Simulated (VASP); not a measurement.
# Sc (I4/mmm) in VASP: single point with PBE

Aim: the single point of Sc with PBE.

All numbers are computed with VASP 6.6.1; they aren't measurements. Logs are shortened: lines on timing, memory, paths and dates and some standing lists are left out, and cuts for length are marked.

## 1. The cell of the first run

Symmetry: I4/mmm, No. 139, tetragonal system. Conventional cell: a = 3.758 Å, b = 3.758 Å, c = 4.761 Å, α = 90.00°, β = 90.00°, γ = 90.00°. Sc (site symmetry 4/mmm) has 14 Sc at 3.57 to 4.76 Å within 4.8 Å.

## 2. Single point, PBE

INCAR

```
SYSTEM = Sc
PREC = Accurate ; ENCUT = 520
EDIFF = 1E-6 ; ISMEAR = 0
SIGMA = 0.05 ; LREAL = .False.
LASPH = .True. ; NELM = 80
ALGO = Normal ; ISIF = 2
LWAVE = .False. ; LCHARG = .False.
GGA = PE ; NBANDS = 12
```

KPOINTS

```
regular mesh
0
Gamma
  14 14 14
  0 0 0
```

POSCAR

```
Sc
1.0
   -1.8790000000      1.8790000000      2.3805000000
    1.8790000000     -1.8790000000      2.3805000000
    1.8790000000      1.8790000000     -2.3805000000
Sc
1
Direct
    0.0000000000      0.0000000000      0.0000000000
```

Potentials or basis: VASP PAW PBE potentials, release 64 (Sc_sv).

On the command line:

```sh
cat potpaw_PBE.64/Sc_sv/POTCAR > POTCAR
mpirun -np 1 vasp_std > vasp.out
```

OUTCAR:

```text
SYSTEM = Sc
   PREC = Accurate
   ENCUT = 520
   EDIFF = 1E-6
   ISMEAR = 0
   LREAL = .False.
   LASPH = .True.
   NELM = 80
   ISIF = 2
   GGA = PE

 ion  position               nearest neighbor table
   1  0.000  0.000  0.000-

  LATTYP: Found a body centered tetragonal cell.
 ALAT       =     3.7580000000
 C/A-ratio  =     1.2668972858

  Lattice vectors:

 A1 = (  -1.8790000000,   1.8790000000,   2.3805000000)
 A2 = (   1.8790000000,  -1.8790000000,   2.3805000000)
 A3 = (   1.8790000000,   1.8790000000,  -2.3805000000)

Analysis of symmetry for initial positions (statically):
=====================================================================
 Subroutine PRICEL returns:
 Original cell was already a primitive cell.

 Routine SETGRP: Setting up the symmetry group for a
 body centered tetragonal supercell.

 Subroutine GETGRP returns: Found 16 space group operations
 (whereof 16 operations were pure point group operations)
 out of a pool of 16 trial point group operations.

The static configuration has the point symmetry D_4h.

Analysis of symmetry for dynamics (positions and initial velocities):
=====================================================================
 Subroutine PRICEL returns:
 Original cell was already a primitive cell.

 Routine SETGRP: Setting up the symmetry group for a
 body centered tetragonal supercell.

 Subroutine GETGRP returns: Found 16 space group operations
 (whereof 16 operations were pure point group operations)
 out of a pool of 16 trial point group operations.

The dynamic configuration has the point symmetry D_4h.

 Subroutine INISYM returns: Found 16 space group operations
 (whereof 16 operations are pure point group operations),
 and found     1 'primitive' translations

----------------------------------------------------------------------------------------

                                     Primitive cell

  volume of cell :      33.6188

  direct lattice vectors                    reciprocal lattice vectors
    -1.879000000  1.879000000  2.380500000     0.000000000  0.266098989  0.210039908
     1.879000000 -1.879000000  2.380500000     0.266098989  0.000000000  0.210039908
     1.879000000  1.879000000 -2.380500000     0.266098989  0.266098989  0.000000000

  length of vectors
     3.567640992  3.567640992  3.567640992     0.339006541  0.339006541  0.376320799

  position of ions in fractional coordinates (direct lattice)
     0.000000000  0.000000000  0.000000000

  ion indices of the primitive-cell ions
   primitive index   ion index
                 1           1

----------------------------------------------------------------------------------------

 KPOINTS: regular mesh

Automatic generation of k-mesh.
 Grid dimensions read from file:
 generate k-points for:   14   14   14

 Generating k-lattice:

  Cartesian coordinates                     Fractional coordinates (reciprocal lattice)
     0.000000000  0.019007071  0.015002851     0.071428571  0.000000000  0.000000000
     0.019007071  0.000000000  0.015002851     0.000000000  0.071428571  0.000000000
     0.019007071  0.019007071  0.000000000     0.000000000  0.000000000  0.071428571

  Length of vectors
     0.024214753  0.024214753  0.026880057

  Shift w.r.t. Gamma in fractional coordinates (k-lattice)
     0.000000000  0.000000000  0.000000000

 Subroutine IBZKPT returns following result:
 ===========================================

 Found    244 irreducible k-points:

 Following reciprocal coordinates:
            Coordinates               Weight
  0.000000  0.000000  0.000000      1.000000
  0.071429  0.000000  0.000000      8.000000
  0.142857 -0.000000  0.000000      8.000000
  0.214286 -0.000000  0.000000      8.000000
  0.285714 -0.000000  0.000000      8.000000
  0.357143 -0.000000  0.000000      8.000000
[... 16 lines left out ...]
  0.214286  0.142857  0.000000     16.000000
  0.285714  0.142857  0.000000     16.000000
 [... further k-points ...]
   k-points           NKPTS =    244   k-points in BZ     NKDIM =    244   number of bands    NBANDS=     12
   number of dos      NEDOS =    301   number of ions     NIONS =      1
   total plane-waves  NPLWV =  21952
   dimension x,y,z NGX =    28 NGY =   28 NGZ =   28
   dimension x,y,z NGXF=    56 NGYF=   56 NGZF=   56
   ions per type =               1
   NGX,Y,Z   is equivalent  to a cutoff of  13.05, 13.05, 13.05 a.u.
   NGXF,Y,Z  is equivalent  to a cutoff of  26.10, 26.10, 26.10 a.u.
 SYSTEM =  Sc
   PREC   = accura    normal or accurate (medium, high low for compatibility)
   ISTART =      0    job   : 0-new  1-cont  2-samecut
   ICHARG =      2    charge: 1-file 2-atom 10-const
   ISPIN  =      1    spin polarized calculation?
   LNONCOLLINEAR =      F non collinear calculations
   LSORBIT =      F    spin-orbit coupling
   LASPH  =      T    aspherical Exc in radial PAW
   ENCUT  =  520.0 eV  38.22 Ry    6.18 a.u.   6.63  6.63  6.63*2*pi/ulx,y,z
   NELM   =     80;   NELMIN=  2; NELMDL= -5     # of ELM steps
   EDIFF  = 0.1E-05   stopping-criterion for ELM
   LREAL  =      F    real-space projection
   EDIFFG = 0.1E-04   stopping-criterion for IOM
   NSW    =      0    number of steps for IOM
   IBRION =     -1    ionic relax: 0-MD 1-quasi-New 2-CG
   NFREE  =      0    steps in history (QN), initial steepest desc. (CG)
   ISIF   =      2    stress and relaxation
   ISYM   =      2    0-nonsym 1-usesym 2-fastsym
   POTIM  = 0.5000    time-step for ionic-motion
   TEBEG  =    0.0;   TEEND  =   0.0 temperature during run
   PSTRESS=    0.0 pullay stress
   NELECT =      11.0000    total number of electrons
   NUPDOWN=      -1.0000    fix difference up-down
   EMIN   =  10.00;   EMAX   =-10.00  energy-range for DOS
   EFERMI =   0.00;   METHOD = LEGACY
   ISMEAR =     0;   SIGMA  =   0.05  broadening in eV -4-tet -1-fermi 0-gaus
   EFERMI_NEDOS =   21; number of points for ismear=-14 and -15
   IALGO  =     38    algorithm
   IMIX   =      4    mixing-type and parameters
     AMIX     =   0.40;   BMIX     =  1.00
     AMIX_MAG =   1.60;   BMIX_MAG =  1.00
  volume/ion in A,a.u.               =      33.62       226.87
  Fermi-wavevector in a.u.,A,eV,Ry     =   1.128094  2.131788 17.314709  1.272595
  Thomas-Fermi vector in A             =   2.264782
   LORBIT       =      0    0 simple, 1 ext, 2 COOP (PROOUT), +10 PAW based schemes
   GGA     = PE    functional components
   LHFCALC =     F    Hartree Fock is set to
   AEXX    =    0.0000 exact exchange contribution
   IVDW    =     0    specifies the selected vdW correction
   LEPSILON=     F    determine dielectric tensor
   LRPA    =     F    only Hartree local field effects (RPA)
 non-spin polarized calculation
 Gauss-broadening in eV      SIGMA  =   0.05
  energy-cutoff  :      520.00
  volume of cell :       33.62
 maximum number of plane-waves:       920
   NGX = 13   NGY = 13   NGZ = 13

 number of electron      10.9999998 magnetization

 Free energy of the ion-electron system (eV)
  ---------------------------------------------------
  ext. energy  EPLUGINS =         0.00000000
  ---------------------------------------------------
  free energy    TOTEN  =        -5.85648159 eV

  energy without entropy =       -5.85271113  energy(sigma->0) =       -5.85459636

 E-fermi :   2.1028     XC(G=0):  -8.7126

 val. band max:        2.0931524518   @ k =  -0.4286   0.2857  -0.0000
 cond. band min:       2.1062812287   @ k =  -0.1429  -0.4286   0.1429
 fundamental gap:      0.0131287770
 Fermi energy:         2.1027601750

 k-point     1 :       0.0000    0.0000    0.0000
  band No.  band energies     occupation
      1     -48.1852      2.00000
      2     -26.6996      2.00000
      3     -26.6948      2.00000
      4     -26.6948      2.00000
      5      -2.4050      2.00000
      6       3.1085      0.00000
      7       3.1085      0.00000
      8       3.5426      0.00000
      9       3.8379      0.00000
     10       4.2992      0.00000
     11      13.1616      0.00000
     12      14.9656      0.00000

 k-point     2 :       0.0714    0.0000    0.0000
  band No.  band energies     occupation
      1     -48.1844      2.00000
      2     -26.7042      2.00000
      3     -26.6970      2.00000
      4     -26.6962      2.00000
      5      -2.3053      2.00000
      6       3.0863      0.00000
      7       3.1371      0.00000
      8       3.5353      0.00000
      9       3.8305      0.00000
     10       4.2735      0.00000
     11      13.1137      0.00000
     12      14.2894      0.00000

 k-point     3 :       0.1429   -0.0000    0.0000
  band No.  band energies     occupation
      1     -48.1824      2.00000
      2     -26.7215      2.00000
      3     -26.7002      2.00000
      4     -26.6987      2.00000
      5      -2.0116      2.00000
      6       2.9848      0.00000
      7       3.1888      0.00000
      8       3.5494      0.00000
      9       3.8454      0.00000
     10       4.2169      0.00000
     11      12.2490      0.00000
     12      13.6411      0.00000
[... 286 lines left out ...]
 k-point    23 :       0.2143    0.1429    0.0000
  band No.  band energies     occupation
      1     -48.1754      2.00000
      2     -26.7747      2.00000
      3     -26.7217      2.00000
      4     -26.7033      2.00000
      5      -0.7796      2.00000
      6       2.5140      0.00000
      7       3.0470      0.00000
      8       3.7124      0.00000
      9       3.9295      0.00000
     10       4.5163      0.00000
     11       9.6940      0.00000
     12      10.9486      0.00000

 k-point    24 :       0.2857    0.1429    0.0000
  band No.  band energies     occupation
      1     -48.1727      2.00000
      2     -26.7950      2.00000
      3     -26.7295      2.00000
      4     -26.7063      2.00000
      5      -0.1154      2.00000
      6       2.3141      0.00000
      7       2.9072      0.00000
      8       3.6421      0.00000
      9       4.1256      0.00000
     10       4.7993      0.00000
     11       8.2767      0.00000
     12      10.6805      0.00000

 [... further k-points ...]

------------------------ aborting loop because EDIFF is reached ----------------------------------------

  FORCE on cell =-STRESS in cart. coord.  units (eV):
  Direction    XX          YY          ZZ          XY          YZ          ZX
  --------------------------------------------------------------------------------------
  -------------------------------------------------------------------------------------
  Total       -2.1123854     -2.1123854     -1.7818391      0.0000000      0.0000000      0.0000000
  in kB     -100.6704502   -100.6704502    -84.9175236      0.0000000      0.0000000      0.0000000
  external PRESSURE =     -95.4194746 kB  Pullay stress =       0.0000000 kB

 VOLUME and BASIS-vectors are now :
 -----------------------------------------------------------------------------
  energy-cutoff  :      520.00
  volume of cell :       33.62
      direct lattice vectors                 reciprocal lattice vectors
    -1.879000000  1.879000000  2.380500000     0.000000000  0.266098989  0.210039908
     1.879000000 -1.879000000  2.380500000     0.266098989  0.000000000  0.210039908
     1.879000000  1.879000000 -2.380500000     0.266098989  0.266098989  0.000000000

 POSITION                                       TOTAL-FORCE (eV/Angst)
 -----------------------------------------------------------------------------------
      0.00000      0.00000      0.00000        -0.000000      0.000000     -0.000000
 -----------------------------------------------------------------------------------
    total drift:                               -0.000000     -0.000000      0.000000

  FREE ENERGIE OF THE ION-ELECTRON SYSTEM (eV)
  ---------------------------------------------------
  free  energy   TOTEN  =        -5.8564815860 eV

  energy  without entropy=       -5.8527111282  energy(sigma->0) =       -5.85459636
```

Wall time 44 s (1 thread of Intel Xeon Platinum 8488C (Sapphire Rapids), shared host); peak memory 0.22 GiB.

What came out:

```
Free energy            : -5.8565 eV
Pressure               : -9.5 GPa
Band gap on the k mesh : zero (an odd number of electrons rules out a gap without spin polarisation)
```

Caveat: the cell stands under tension.
